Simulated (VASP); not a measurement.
A run of VASP 6.6.1 is set up as follows.

Contents of INCAR:

```
SYSTEM = KZnF3
  PREC = Accurate
  ENCUT = 520
  EDIFF = 1E-7
  ISMEAR = 0
  SIGMA = 0.05
  LREAL = .FALSE.
  LASPH = .TRUE.
  NELM = 100
  ALGO = Normal
  ISIF = 2
  LWAVE = .FALSE.
  LCHARG = .TRUE.
  GGA = PE
  LELF = .TRUE.
  LVHAR = .TRUE.
  NBANDS = 29
```

File KPOINTS:

```
regular mesh
0
G
  6 6 6
  0 0 0
```

File POSCAR:

```
KZnF3
1.0
    4.0905729206      0.0000000000      0.0000000000
    0.0000000000      4.0905729206      0.0000000000
    0.0000000000      0.0000000000      4.0905729206
K Zn F
1 1 3
Direct
    0.0000000000      0.0000000000      0.0000000000
    0.5000000000      0.5000000000      0.5000000000
    0.5000000000      0.5000000000      0.0000000000
    0.0000000000      0.5000000000      0.5000000000
    0.5000000000      0.0000000000      0.5000000000
```

Potentials or basis: VASP PAW PBE potentials, release 64 (K_sv, Zn, F).

Run with:

```console
$ cat potpaw_PBE.64/K_sv/POTCAR potpaw_PBE.64/Zn/POTCAR potpaw_PBE.64/F/POTCAR > POTCAR
$ mpirun -np 1 vasp_std > vasp.out
```

What does it give for the pressure?

2.3 GPa.

What does it give for the band gap on the k mesh?

3.72 eV, indirect (least direct gap 5.40 eV).

A k mesh can miss the band edges.
